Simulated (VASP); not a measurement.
Crystal: Ir.

```xyz
1
Lattice="0.0000 1.9361 1.9361 1.9361 0.0000 1.9361 1.9361 1.9361 0.0000" Properties=species:S:1:pos:R:3 pbc="T T T"
Ir    0.0000    0.0000    0.0000
```

Base run:

* Program: VASP 6.6.1
* Functional: PBE
* Potentials or basis: VASP PAW PBE potentials, release 64 (Ir)
* Cutoff: 520 eV
* k mesh: 14 × 14 × 14
* Occupations: fermi-dirac, width 0.6 eV
* Spin: no spin polarisation

Its results: pressure 10.7 GPa.

**Question.** The run is repeated on the same cell with these changes: occupations from fermi-dirac, width 0.6 eV to methfessel-paxton, width 0.1 eV. What comes out?

**Answer.** Pressure 0.3 GPa.
